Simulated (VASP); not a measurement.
# SiGe (P6_3mc) in VASP: notebook, part 2 of 2

VASP 6.6.1.

### Step 4. Single point, r2SCAN+rVV10

This run uses another cell than the first one, of 21.15 Å³/atom.

POSCAR

```
SiGe
1.0
    3.8944224589      0.0000000000      0.0000000000
   -1.9472112294      3.3726687825      0.0000000000
    0.0000000000      0.0000000000      6.4402589010
Ge Si
2 2
Direct
    0.3333333333      0.6666666667      0.0006083268
    0.6666666667      0.3333333333      0.5006083268
    0.3333333333      0.6666666667      0.3743916732
    0.6666666667      0.3333333333      0.8743916732
```

INCAR.step1

```
PREC     = Accurate       # precision mode
ENCUT    = 520            # plane-wave cutoff, eV
ISMEAR   = -1             # smearing method
SIGMA    = 0.03           # smearing width, eV
LREAL    = False          # projectors in reciprocal space
LASPH    = True           # aspherical terms in the spheres
NELM     = 100            # most SCF steps
NBANDS   = 26             # bands
GGA      = PE             # functional
ALGO     = Normal         # electronic algorithm
EDIFF    = 1E-4           # SCF threshold, eV
LWAVE    = True           # write WAVECAR
LCHARG   = False          # write CHGCAR
```

INCAR.step2

```
PREC     = Accurate       # precision mode
ENCUT    = 520            # plane-wave cutoff, eV
EDIFF    = 1E-6           # SCF threshold, eV
ISMEAR   = -1             # smearing method
SIGMA    = 0.03           # smearing width, eV
LREAL    = False          # projectors in reciprocal space
LASPH    = True           # aspherical terms in the spheres
NELM     = 100            # most SCF steps
ALGO     = Normal         # electronic algorithm
ISIF     = 2              # what is computed and relaxed
LWAVE    = False          # write WAVECAR
LCHARG   = False          # write CHGCAR
METAGGA  = R2SCAN         # meta-GGA
LMIXTAU  = True         
LUSE_VDW = True         
IVDW_NL  = 2            
BPARAM   = 11.95        
CPARAM   = 0.0093       
NBANDS   = 26             # bands
ISTART   = 1
```

KPOINTS

```
regular mesh
0
Gamma
  12 12 4
```

On the command line:

```console
cat potpaw_PBE.64/Ge_d/POTCAR potpaw_PBE.64/Si/POTCAR > POTCAR
cp INCAR.step1 INCAR
mpirun -np 1 vasp_std > vasp.out
cp INCAR.step2 INCAR
mpirun -np 1 vasp_std > vasp.out
```

Wall time 4 min (1 thread of AMD EPYC 9R45 (Zen 5), shared host); peak memory 0.41 GiB.

The run converged. Its results:

* Free energy: -44.2014 eV
* Pressure: -0.1 GPa
* Band gap on the k mesh: 0.61 eV (least direct gap 0.78 eV)

Levels at points of the mesh, in eV from the valence-band top:
| k point | band 15 | band 16 | band 17 | band 18 | band 19 | band 20 | band 21 | band 22 |
| --- | --- | --- | --- | --- | --- | --- | --- | --- |
| (0.00, 0.00, 0.00) | -1.67 | -0.35 | 0.00 | 0.00 | 0.78 | 1.96 | 2.21 | 2.21 |
| (0.50, 0.00, 0.00) | -4.98 | -3.35 | -3.14 | -1.62 | 0.61 | 2.33 | 3.48 | 3.57 |
| (0.00, 0.00, 0.50) | -1.02 | -1.02 | -1.02 | -1.02 | 1.59 | 1.59 | 3.33 | 3.33 |
| (0.50, 0.00, 0.50) | -2.74 | -2.74 | -2.66 | -2.66 | 0.89 | 0.89 | 2.07 | 2.07 |

Caveat: the PAW data sets were made with another functional, which shifts forces and pressure a little.

### Step 5. Single point, r2SCAN+rVV10

This run uses another cell than the first one, of 21.15 Å³/atom.

POSCAR is that of step 4.

INCAR.step1

```
SYSTEM = SiGe
PREC = Accurate ; ENCUT = 520
ISMEAR = -1 ; SIGMA = 0.03
LREAL = .False. ; LASPH = .True.
NELM = 100 ; NBANDS = 26
GGA = PE ; ALGO = Normal
EDIFF = 1E-4 ; LWAVE = .True.
LCHARG = .False.
```

INCAR.step2

```
SYSTEM = SiGe
PREC = Accurate ; ENCUT = 520
EDIFF = 1E-6 ; ISMEAR = -1
SIGMA = 0.03 ; LREAL = .False.
LASPH = .True. ; NELM = 100
ALGO = Normal ; ISIF = 2
LWAVE = .False. ; LCHARG = .True.
METAGGA = R2SCAN ; LMIXTAU = .True.
LUSE_VDW = .True. ; IVDW_NL = 2
BPARAM = 11.95 ; CPARAM = 0.0093
LELF = .True. ; LVHAR = .True.
NBANDS = 26 ; ISTART = 1
```

KPOINTS

```
regular mesh
0
Gamma
  12 12 4
  0 0 0
```

Potentials or basis: VASP PAW PBE potentials, release 64 (Ge_d, Si).

On the command line:

```console
cat potpaw_PBE.64/Ge_d/POTCAR potpaw_PBE.64/Si/POTCAR > POTCAR
cp INCAR.step1 INCAR
mpirun -np 1 vasp_std > vasp.out
cp INCAR.step2 INCAR
mpirun -np 1 vasp_std > vasp.out
```

OUTCAR:

```text
SYSTEM = SiGe
   PREC = Accurate
   ENCUT = 520
   EDIFF = 1E-6
   ISMEAR = -1
   LREAL = .False.
   LASPH = .True.
   NELM = 100
   ISIF = 2
   METAGGA = R2SCAN
   IVDW_NL = 2
   BPARAM = 11.95
   ISTART = 1

 ion  position               nearest neighbor table
   1  0.333  0.667  0.001-   4 2.39   4 2.39   4 2.39   3 2.41
   2  0.667  0.333  0.501-   3 2.39   3 2.39   3 2.39   4 2.41
   3  0.333  0.667  0.374-   2 2.39   2 2.39   2 2.39   1 2.41
   4  0.667  0.333  0.874-   1 2.39   1 2.39   1 2.39   2 2.41

  LATTYP: Found a hexagonal cell.
[... 893 lines left out ...]

 [... further k-points ...]
[... 5 lines left out ...]
  --------------------------------------------------------------------------------------
  -------------------------------------------------------------------------------------
  Total       -0.0560274     -0.0560274     -0.0439412     -0.0000000     -0.0000000      0.0000000
  in kB       -1.0611841     -1.0611841     -0.8322669     -0.0000000     -0.0000000      0.0000000
  external PRESSURE =      -0.9848784 kB  Pullay stress =       0.0000000 kB

 VOLUME and BASIS-vectors are now :
 -----------------------------------------------------------------------------
  energy-cutoff  :      520.00
  volume of cell :       84.59
      direct lattice vectors                 reciprocal lattice vectors
     3.894422459  0.000000000  0.000000000     0.256777484  0.148250549  0.000000000
    -1.947211229  3.372668782  0.000000000     0.000000000  0.296501099  0.000000000
     0.000000000  0.000000000  6.440258901     0.000000000  0.000000000  0.155273261

 POSITION                                       TOTAL-FORCE (eV/Angst)
 -----------------------------------------------------------------------------------
     -0.00000      2.24845      0.00392         0.000000      0.000000      0.001240
      1.94721      1.12422      3.22405        -0.000000      0.000000      0.001240
     -0.00000      2.24845      2.41118        -0.000000      0.000000     -0.001240
      1.94721      1.12422      5.63131         0.000000     -0.000000     -0.001240
 -----------------------------------------------------------------------------------
    total drift:                               -0.000000     -0.000000      0.019713

  FREE ENERGIE OF THE ION-ELECTRON SYSTEM (eV)
  ---------------------------------------------------
  free  energy   TOTEN  =       -44.2013820660 eV

  energy  without entropy=      -44.2013817969  energy(sigma->0) =      -44.20138193
```

OUTCAR.step1:

```text
SYSTEM = SiGe
   PREC = Accurate
   ENCUT = 520
   ISMEAR = -1
   LREAL = .False.
   LASPH = .True.
   NELM = 100
[... 926 lines left out ...]
      1.94721      1.12422      3.22405        -0.000000      0.000000     -0.004697
     -0.00000      2.24845      2.41118        -0.000000     -0.000000      0.004697
      1.94721      1.12422      5.63131         0.000000     -0.000000      0.004697
 -----------------------------------------------------------------------------------
    total drift:                               -0.000000      0.000000      0.003302

  FREE ENERGIE OF THE ION-ELECTRON SYSTEM (eV)
  ---------------------------------------------------
  free  energy   TOTEN  =       -19.7086713228 eV

  energy  without entropy=      -19.7086679541  energy(sigma->0) =      -19.70866964
```

OSZICAR.step1:

```text
N       E                     dE             d eps       ncg     rms          rms(c)
DAV:   1     0.265764772264E+03    0.26576E+03   -0.17628E+04  3428   0.300E+03
DAV:   2     0.231071225325E+02   -0.24266E+03   -0.23414E+03  2988   0.633E+02
DAV:   3    -0.182374603244E+02   -0.41345E+02   -0.40877E+02  3534   0.155E+02
DAV:   4    -0.199372976725E+02   -0.16998E+01   -0.16963E+01  3542   0.344E+01
DAV:   5    -0.199719628914E+02   -0.34665E-01   -0.34658E-01  3584   0.554E+00    0.573E+00
DAV:   6    -0.197930614513E+02    0.17890E+00   -0.88947E-02  3470   0.196E+00    0.344E+00
DAV:   7    -0.197051270822E+02    0.87934E-01   -0.15998E-01  3406   0.235E+00    0.216E-01
DAV:   8    -0.197078804835E+02   -0.27534E-02   -0.15140E-02  3544   0.116E+00    0.107E-01
DAV:   9    -0.197084473706E+02   -0.56689E-03   -0.65678E-04  3066   0.241E-01    0.727E-02
DAV:  10    -0.197086428442E+02   -0.19547E-03   -0.17260E-04  2826   0.752E-02    0.194E-02
DAV:  11    -0.197086713228E+02   -0.28479E-04   -0.41712E-05  2226   0.632E-02
   1 F= -.19708671E+02 E0= -.19708670E+02  d E =-.336865E-05
```

Run time: 4 min. Hardware: 1 thread of AMD EPYC 9R45 (Zen 5), shared host; peak memory 0.41 GiB.

What came out:

```
Free energy            : -44.2014 eV
Pressure               : -0.1 GPa
Band gap on the k mesh : 0.61 eV (least direct gap 0.78 eV)
```

Levels at points of the mesh, in eV from the valence-band top:
```
           k point  band 16  band 17  band 18  band 19  band 20  band 21
(0.00, 0.00, 0.00)    -0.35     0.00     0.00     0.78     1.96     2.21
(0.50, 0.00, 0.00)    -3.35    -3.14    -1.62     0.61     2.33     3.48
(0.00, 0.00, 0.50)    -1.02    -1.02    -1.02     1.59     1.59     3.33
(0.50, 0.00, 0.50)    -2.74    -2.66    -2.66     0.89     0.89     2.07
```

Caveat: the PAW data sets were made with another functional, which shifts forces and pressure a little. A k mesh can miss the band edges.

### Step 6. Overview

```csv
task,level,cell,k mesh,cutoff (eV),gap on the mesh (eV),pressure (GPa)
single point,PBEsol,"a = 3.903, b = 3.903, c = 6.435 Å, angles 90.0, 90.0, 120.0°, 4 atoms",6 × 6 × 4,520,0.34,0.0
relaxation of cell and atoms,PBEsol,"relaxed from a = 3.756, b = 3.756, c = 6.134 Å, angles 90.0, 90.0, 120.0°, 4 atoms",6 × 6 × 4,600,0.34,0.0
single point,r2SCAN+rVV10,"a = 3.894, b = 3.894, c = 6.440 Å, angles 90.0, 90.0, 120.0°, 4 atoms",12 × 12 × 4,520,0.61,-0.1
```

Alike in all rows: potentials or basis VASP PAW PBE potentials, release 64 (Ge_d, Si); no spin polarisation; smearing fermi-dirac 0.03 eV.

Caveats: the PAW data sets were made with another functional, which shifts forces and pressure a little.

Total energies depend on the potentials used, so only differences within one code and one set of settings carry meaning.
